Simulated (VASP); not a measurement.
# AlN (P6_3mc) in VASP: notebook, part 3 of 3

VASP 6.6.1. Earlier steps stand in the parts before.

## Step 6: Single point, PBE (strain +0.030 along x and y, +0.030 along z)

Contents of INCAR:

```
PREC     = Accurate       # precision mode
ENCUT    = 520            # plane-wave cutoff, eV
EDIFF    = 1E-6           # SCF threshold, eV
ISMEAR   = 0              # smearing method
SIGMA    = 0.05           # smearing width, eV
LREAL    = False          # projectors in reciprocal space
LASPH    = True           # aspherical terms in the spheres
NELM     = 80             # most SCF steps
ALGO     = Normal         # electronic algorithm
ISIF     = 2              # what is computed and relaxed
LWAVE    = False          # write WAVECAR
LCHARG   = False          # write CHGCAR
GGA      = PE             # functional
NBANDS   = 16             # bands
```

Contents of KPOINTS:

```
regular mesh
0
Gamma
  12 12 6
```

Contents of POSCAR:

```
AlN
1.0
    3.2043322161      0.0000000000      0.0000000000
   -1.6021661081      2.7750331013      0.0000000000
    0.0000000000      0.0000000000      5.1273400000
Al N
2 2
Direct
    0.3333333333      0.6666666667      0.0000000000
    0.6666666667      0.3333333333      0.5000000000
    0.3333333333      0.6666666667      0.3850000000
    0.6666666667      0.3333333333      0.8850000000
```

Potentials or basis: VASP PAW PBE potentials, release 64 (Al, N).

The run is started by

```sh
> cat potpaw_PBE.64/Al/POTCAR potpaw_PBE.64/N/POTCAR > POTCAR
> mpirun -np 1 vasp_std > vasp.out
```

OUTCAR:

```text
PREC = Accurate
   ENCUT = 520
   EDIFF = 1E-6
   ISMEAR = 0
   LREAL = False
   LASPH = True
   NELM = 80
   ISIF = 2
   GGA = PE

 ion  position               nearest neighbor table
   1  0.333  0.667  0.000-   4 1.94   4 1.94   4 1.94   3 1.97   2 3.16   2 3.16   2 3.16   2 3.16
                             2 3.16   2 3.16
   2  0.667  0.333  0.500-   3 1.94   3 1.94   3 1.94   4 1.97   1 3.16   1 3.16   1 3.16   1 3.16
                             1 3.16   1 3.16
   3  0.333  0.667  0.385-   2 1.94   2 1.94   2 1.94   1 1.97
   4  0.667  0.333  0.885-   1 1.94   1 1.94   1 1.94   2 1.97

  LATTYP: Found a hexagonal cell.
 ALAT       =     3.2043322161
 C/A-ratio  =     1.6001274694

  Lattice vectors:

 A1 = (   3.2043322161,   0.0000000000,   0.0000000000)
 A2 = (  -1.6021661081,   2.7750331013,   0.0000000000)
 A3 = (   0.0000000000,   0.0000000000,   5.1273400000)

Analysis of symmetry for initial positions (statically):
=====================================================================
 Subroutine PRICEL returns:
 Original cell was already a primitive cell.

 Routine SETGRP: Setting up the symmetry group for a
 hexagonal supercell.

 Subroutine GETGRP returns: Found 12 space group operations
 (whereof  6 operations were pure point group operations)
 out of a pool of 24 trial point group operations.

The static configuration has the point symmetry C_3v.
 The point group associated with its full space group is C_6v.

Analysis of symmetry for dynamics (positions and initial velocities):
=====================================================================
 Subroutine PRICEL returns:
 Original cell was already a primitive cell.

 Routine SETGRP: Setting up the symmetry group for a
 hexagonal supercell.

 Subroutine GETGRP returns: Found 12 space group operations
 (whereof  6 operations were pure point group operations)
[... 121 lines left out ...]
   EFERMI =   0.00;   METHOD = LEGACY
   ISMEAR =     0;   SIGMA  =   0.05  broadening in eV -4-tet -1-fermi 0-gaus
   EFERMI_NEDOS =   21; number of points for ismear=-14 and -15
   IALGO  =     38    algorithm
   IMIX   =      4    mixing-type and parameters
     AMIX     =   0.40;   BMIX     =  1.00
     AMIX_MAG =   1.60;   BMIX_MAG =  1.00
  volume/ion in A,a.u.               =      11.40        76.92
  Fermi-wavevector in a.u.,A,eV,Ry     =   1.154735  2.182132 18.142175  1.333412
  Thomas-Fermi vector in A             =   2.291369
   LORBIT       =      0    0 simple, 1 ext, 2 COOP (PROOUT), +10 PAW based schemes
   GGA     = PE    functional components
   LHFCALC =     F    Hartree Fock is set to
   AEXX    =    0.0000 exact exchange contribution
   IVDW    =     0    specifies the selected vdW correction
   LEPSILON=     F    determine dielectric tensor
   LRPA    =     F    only Hartree local field effects (RPA)
 non-spin polarized calculation
 Gauss-broadening in eV      SIGMA  =   0.05
  energy-cutoff  :      520.00
  volume of cell :       45.59
 maximum number of plane-waves:      1242
 NGX is ok and might be reduce to    24
   NGX = 11   NGY = 11   NGZ = 19

 number of electron      16.0000004 magnetization

 Free energy of the ion-electron system (eV)
  ---------------------------------------------------
  ext. energy  EPLUGINS =         0.00000000
  ---------------------------------------------------
  free energy    TOTEN  =       -29.65828045 eV

  energy without entropy =      -29.65828045  energy(sigma->0) =      -29.65828045

 E-fermi :   5.6028     XC(G=0): -10.5347

 val. band max:        5.3955442249   @ k =   0.0000   0.0000   0.0000
 cond. band min:       8.7989684512   @ k =   0.0000   0.0000   0.0000
 fundamental gap:      3.4034242263
 Fermi energy:         5.6028483874

 k-point     1 :       0.0000    0.0000    0.0000
  band No.  band energies     occupation
      1      -9.3389      2.00000
      2      -7.4534      2.00000
      3      -0.2451      2.00000
      4       4.4920      2.00000
      5       4.4920      2.00000
      6       5.1214      2.00000
[... 433 lines left out ...]
      3       0.7062      2.00000
      4       1.5900      2.00000
      5       2.1863      2.00000
      6       3.6483      2.00000
[... 8 lines left out ...]
     15      16.8791      0.00000
     16      18.7588      0.00000

 [... further k-points ...]
[... 5 lines left out ...]
  --------------------------------------------------------------------------------------
  -------------------------------------------------------------------------------------
  Total       -3.3827465     -3.3827465     -3.3447597      0.0000000     -0.0000000      0.0000000
  in kB     -118.8727246   -118.8727246   -117.5378345      0.0000000     -0.0000000      0.0000000
  external PRESSURE =    -118.4277612 kB  Pullay stress =       0.0000000 kB

 VOLUME and BASIS-vectors are now :
 -----------------------------------------------------------------------------
  energy-cutoff  :      520.00
  volume of cell :       45.59
      direct lattice vectors                 reciprocal lattice vectors
     3.204332216  0.000000000  0.000000000     0.312077504  0.180178031  0.000000000
    -1.602166108  2.775033101  0.000000000     0.000000000  0.360356062  0.000000000
     0.000000000  0.000000000  5.127340000     0.000000000  0.000000000  0.195032902

 POSITION                                       TOTAL-FORCE (eV/Angst)
 -----------------------------------------------------------------------------------
     -0.00000      1.85002      0.00000         0.000000     -0.000000      0.175334
      1.60217      0.92501      2.56367        -0.000000      0.000000      0.175334
     -0.00000      1.85002      1.97403         0.000000      0.000000     -0.175334
      1.60217      0.92501      4.53770         0.000000     -0.000000     -0.175334
 -----------------------------------------------------------------------------------
    total drift:                               -0.000000      0.000000     -0.001083

  FREE ENERGIE OF THE ION-ELECTRON SYSTEM (eV)
  ---------------------------------------------------
  free  energy   TOTEN  =       -29.6582804457 eV

  energy  without entropy=      -29.6582804457  energy(sigma->0) =      -29.65828045
```

Wall time 44 s (1 thread of Intel Xeon 8259CL, shared host); peak memory 0.18 GiB.

Results:

```yaml
Free_energy: -29.6583 eV
Pressure: -11.8 GPa
Largest_force: 0.175 eV/Å
Band_gap_on_the_k_mesh: 3.40 eV, direct
```

Forces on the atoms (eV/Å):
```
Al   0.000  0.000  0.175
Al   0.000  0.000  0.175
N    0.000  0.000 -0.175
N    0.000  0.000 -0.175
```

Caveat: the cell differs from its parent crystal (strain +0.030 along x and y, +0.030 along z). A k mesh can miss the band edges.

## Step 7: The runs side by side

```csv
cell,gap on the mesh (eV),pressure (GPa),largest force (eV/Å)
"a = 3.158, b = 3.158, c = 5.053 Å, angles 90.0, 90.0, 120.0°, 4 atoms",3.78,-4.8,0.18
"a = 3.204, b = 3.204, c = 4.978 Å, angles 90.0, 90.0, 120.0°, 4 atoms",3.58,-7.4,0.09
"a = 3.158, b = 3.158, c = 5.127 Å, angles 90.0, 90.0, 120.0°, 4 atoms",3.68,-7.1,0.28
"a = 3.204, b = 3.204, c = 5.053 Å, angles 90.0, 90.0, 120.0°, 4 atoms",3.50,-9.8,0.06
"a = 3.204, b = 3.204, c = 5.127 Å, angles 90.0, 90.0, 120.0°, 4 atoms",3.40,-11.8,0.18
```

Alike in all rows: task single point; level PBE; potentials or basis VASP PAW PBE potentials, release 64 (Al, N); no spin polarisation; k mesh 12 × 12 × 6; cutoff (eV) 520; smearing gaussian 0.05 eV.

Total energies depend on the potentials used, so only differences within one code and one set of settings carry meaning.
